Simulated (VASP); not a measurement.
# AlN (P6_3mc) in VASP: a series of runs, part 2 of 2

VASP 6.6.1.

**4. Single point, r2SCAN**

This run uses another cell than the first one, of 10.42 Å³/atom, 1.019 times its volume.

POSCAR

```
AlN
1.0
    3.0971630264      0.0000000000      0.0000000000
   -1.5485815132      2.6822218605      0.0000000000
    0.0000000000      0.0000000000     10.0339432529
Al N
4 4
Direct
    0.0000000000      0.0000000000     -0.0012654039
    0.3333333333      0.6666666667      0.2498392880
    0.0000000000      0.0000000000      0.4987345961
    0.6666666667      0.3333333333      0.7498392880
    0.0000000000      0.0000000000      0.1882105907
    0.3333333333      0.6666666667      0.4382155251
    0.0000000000      0.0000000000      0.6882105907
    0.6666666667      0.3333333333      0.9382155251
```

INCAR.step1

```
PREC     = Accurate       # precision mode
ENCUT    = 520            # plane-wave cutoff, eV
ISMEAR   = 0              # smearing method
SIGMA    = 0.01           # smearing width, eV
LREAL    = F              # projectors in reciprocal space
LASPH    = T              # aspherical terms in the spheres
NELM     = 100            # most SCF steps
NBANDS   = 26             # bands
GGA      = PE             # functional
ALGO     = Normal         # electronic algorithm
EDIFF    = 1E-4           # SCF threshold, eV
LWAVE    = T              # write WAVECAR
LCHARG   = F              # write CHGCAR
```

INCAR.step2

```
PREC     = Accurate       # precision mode
ENCUT    = 520            # plane-wave cutoff, eV
EDIFF    = 1E-6           # SCF threshold, eV
ISMEAR   = 0              # smearing method
SIGMA    = 0.01           # smearing width, eV
LREAL    = F              # projectors in reciprocal space
LASPH    = T              # aspherical terms in the spheres
NELM     = 100            # most SCF steps
ALGO     = Normal         # electronic algorithm
ISIF     = 2              # what is computed and relaxed
LWAVE    = F              # write WAVECAR
LCHARG   = F              # write CHGCAR
METAGGA  = R2SCAN         # meta-GGA
LMIXTAU  = T            
NBANDS   = 26             # bands
ISTART   = 1
```

KPOINTS

```
Automatic mesh
0
Gamma
  12 12 4
```

Potentials or basis: VASP PAW PBE potentials, release 64 (Al, N).

The run is started by

```console
cat potpaw_PBE.64/Al/POTCAR potpaw_PBE.64/N/POTCAR > POTCAR
cp INCAR.step1 INCAR
mpirun -np 1 vasp_std > vasp.out
cp INCAR.step2 INCAR
mpirun -np 1 vasp_std > vasp.out
```

OUTCAR:

```text
PREC = Accurate
   ENCUT = 520
   EDIFF = 1E-6
   ISMEAR = 0
   LREAL = F
   LASPH = T
   NELM = 100
   ISIF = 2
   METAGGA = R2SCAN
   ISTART = 1

 ion  position               nearest neighbor table
   1  0.000  0.000  0.999-   8 1.89   8 1.89   8 1.89   5 1.90   4 3.07   4 3.07   4 3.07   2 3.09
                             2 3.09   2 3.09
   2  0.333  0.667  0.250-   6 1.89   5 1.89   5 1.89   5 1.89   3 3.07   3 3.07   3 3.07   1 3.09
                             1 3.09   1 3.09
   3  0.000  0.000  0.499-   6 1.89   6 1.89   6 1.89   7 1.90   2 3.07   2 3.07   2 3.07   4 3.09
                             4 3.09   4 3.09
   4  0.667  0.333  0.750-   8 1.89   7 1.89   7 1.89   7 1.89   1 3.07   1 3.07   1 3.07   3 3.09
                             3 3.09   3 3.09
   5  0.000  0.000  0.188-   2 1.89   2 1.89   2 1.89   1 1.90
   6  0.333  0.667  0.438-   3 1.89   3 1.89   3 1.89   2 1.89
   7  0.000  0.000  0.688-   4 1.89   4 1.89   4 1.89   3 1.90
   8  0.667  0.333  0.938-   1 1.89   1 1.89   1 1.89   4 1.89

  LATTYP: Found a hexagonal cell.
 ALAT       =     3.0971630264
 C/A-ratio  =     3.2397207274

  Lattice vectors:

 A1 = (   3.0971630264,   0.0000000000,   0.0000000000)
[... 202 lines left out ...]
      2      -9.2127      2.00000
      3      -9.1741      2.00000
      4      -8.0005      2.00000
      5      -0.1854      2.00000
      6       2.4254      2.00000
[... 685 lines left out ...]
     25      17.9903      0.00000
     26      18.2768      0.00000

 [... further k-points ...]

------------------------ aborting loop because EDIFF is reached ----------------------------------------

  FORCE on cell =-STRESS in cart. coord.  units (eV):
  Direction    XX          YY          ZZ          XY          YZ          ZX
  --------------------------------------------------------------------------------------
  -------------------------------------------------------------------------------------
  Total       -0.2084256     -0.2084256     -0.2000165      0.0000000      0.0000000      0.0000000
  in kB       -4.0061877     -4.0061877     -3.8445546      0.0000000      0.0000000      0.0000000
  external PRESSURE =      -3.9523100 kB  Pullay stress =       0.0000000 kB

 VOLUME and BASIS-vectors are now :
 -----------------------------------------------------------------------------
  energy-cutoff  :      520.00
  volume of cell :       83.35
      direct lattice vectors                 reciprocal lattice vectors
     3.097163026  0.000000000  0.000000000     0.322876126  0.186412618  0.000000000
    -1.548581513  2.682221860  0.000000000     0.000000000  0.372825237  0.000000000
     0.000000000  0.000000000 10.033943253     0.000000000  0.000000000  0.099661716

 POSITION                                       TOTAL-FORCE (eV/Angst)
 -----------------------------------------------------------------------------------
      0.00000      0.00000     10.02125        -0.000000      0.000000     -0.000378
     -0.00000      1.78815      2.50687         0.000000      0.000000     -0.004110
      0.00000      0.00000      5.00427        -0.000000     -0.000000     -0.000378
      1.54858      0.89407      7.52384         0.000000     -0.000000     -0.004110
      0.00000      0.00000      1.88849        -0.000000     -0.000000      0.002404
     -0.00000      1.78815      4.39703         0.000000     -0.000000      0.002084
      0.00000      0.00000      6.90547        -0.000000     -0.000000      0.002404
      1.54858      0.89407      9.41400        -0.000000      0.000000      0.002084
 -----------------------------------------------------------------------------------
    total drift:                               -0.000000     -0.000000     -0.039746

  FREE ENERGIE OF THE ION-ELECTRON SYSTEM (eV)
  ---------------------------------------------------
  free  energy   TOTEN  =       -76.8118853744 eV

  energy  without entropy=      -76.8118853744  energy(sigma->0) =      -76.81188537
```

OUTCAR.step1:

```text
PREC = Accurate
   ENCUT = 520
   ISMEAR = 0
   LREAL = F
[... 948 lines left out ...]
      0.00000      0.00000      1.88849        -0.000000     -0.000000      0.001934
     -0.00000      1.78815      4.39703         0.000000     -0.000000      0.006059
      0.00000      0.00000      6.90547         0.000000     -0.000000      0.001934
      1.54858      0.89407      9.41400        -0.000000     -0.000000      0.006059
 -----------------------------------------------------------------------------------
    total drift:                               -0.000000     -0.000000     -0.000470

  FREE ENERGIE OF THE ION-ELECTRON SYSTEM (eV)
  ---------------------------------------------------
  free  energy   TOTEN  =       -59.4464370333 eV

  energy  without entropy=      -59.4464370333  energy(sigma->0) =      -59.44643703
```

OSZICAR.step1:

```text
N       E                     dE             d eps       ncg     rms          rms(c)
DAV:   1     0.107045913960E+03    0.10705E+03   -0.14584E+04  2988   0.109E+03
DAV:   2    -0.595637106368E+02   -0.16661E+03   -0.15631E+03  3972   0.229E+02
DAV:   3    -0.688798598630E+02   -0.93161E+01   -0.92679E+01  3974   0.550E+01
DAV:   4    -0.689639761505E+02   -0.84116E-01   -0.84069E-01  3646   0.595E+00
DAV:   5    -0.689652041418E+02   -0.12280E-02   -0.12278E-02  3986   0.720E-01    0.173E+01
DAV:   6    -0.594115905867E+02    0.95536E+01   -0.30284E+01  3656   0.292E+01    0.600E+00
DAV:   7    -0.594736862247E+02   -0.62096E-01   -0.16102E+00  3554   0.647E+00    0.421E+00
DAV:   8    -0.594548780213E+02    0.18808E-01   -0.14986E-01  3598   0.263E+00    0.669E-01
DAV:   9    -0.594453600333E+02    0.95180E-02   -0.37646E-02  4030   0.100E+00    0.313E-01
DAV:  10    -0.594466449665E+02   -0.12849E-02   -0.57884E-03  3650   0.385E-01    0.201E-01
DAV:  11    -0.594464335898E+02    0.21138E-03   -0.66962E-04  3614   0.144E-01    0.438E-02
DAV:  12    -0.594464370333E+02   -0.34436E-05   -0.18712E-05  1888   0.299E-02
   1 F= -.59446437E+02 E0= -.59446437E+02  d E =-.698081E-15
```

Run time: 4.3 min. Hardware: 1 thread of AMD EPYC 9R45 (Zen 5), shared host; peak memory 0.23 GiB.

What came out:

- Free energy: -76.8119 eV
- Pressure: -0.4 GPa
- Largest force: 0.004 eV/Å
- Band gap on the k mesh: 4.66 eV, indirect (least direct gap 4.90 eV)

Forces on the atoms (eV/Å):
```
Al   0.000  0.000  0.000
Al   0.000  0.000 -0.004
Al   0.000  0.000  0.000
Al   0.000  0.000 -0.004
N    0.000  0.000  0.002
N    0.000  0.000  0.002
N    0.000  0.000  0.002
N    0.000  0.000  0.002
```

Levels at points of the mesh, in eV from the valence-band top:
```tsv
k point	band 13	band 14	band 15	band 16	band 17	band 18	band 19	band 20
(0.00, 0.00, 0.00)	-0.36	-0.10	-0.10	0.00	4.90	7.11	7.38	7.89
(0.50, 0.00, 0.00)	-1.33	-1.29	-0.77	-0.58	4.66	5.35	7.78	8.04
(0.00, 0.00, 0.50)	-0.18	-0.18	-0.18	-0.18	5.85	5.85	7.85	7.85
(0.50, 0.00, 0.50)	-1.34	-1.34	-0.82	-0.82	5.24	5.24	7.41	7.41
```

Caveat: the PAW data sets were made with another functional, which shifts forces and pressure a little. A k mesh can miss the band edges.

**5. Overview**

| task | level | potentials or basis | cell | k mesh | cutoff (eV) | smearing | gap on the mesh (eV) | pressure (GPa) |
| --- | --- | --- | --- | --- | --- | --- | --- | --- |
| single point | LDA | VASP PAW LDA potentials, release 64 (Al, N) | a = 3.078, b = 3.078, c = 9.968 Å, angles 90.0, 90.0, 120.0°, 8 atoms | 12 × 12 × 2 | 520 | fermi-dirac 0.02 eV | 3.95 | 0.6 |
| relaxation of cell and atoms | LDA | VASP PAW LDA potentials, release 64 (Al, N) | relaxed from a = 3.121, b = 3.121, c = 10.111 Å, angles 90.0, 90.0, 120.0°, 8 atoms | 12 × 12 × 2 | 600 | fermi-dirac 0.02 eV | 3.95 | 0.0 |
| single point | r2SCAN | VASP PAW PBE potentials, release 64 (Al, N) | a = 3.097, b = 3.097, c = 10.034 Å, angles 90.0, 90.0, 120.0°, 8 atoms | 12 × 12 × 4 | 520 | gaussian 0.01 eV | 4.66 | -0.4 |

Alike in all rows: no spin polarisation.

Caveats: the PAW data sets were made with another functional, which shifts forces and pressure a little (some runs).

Total energies depend on the potentials used, so only differences within one code and one set of settings carry meaning.
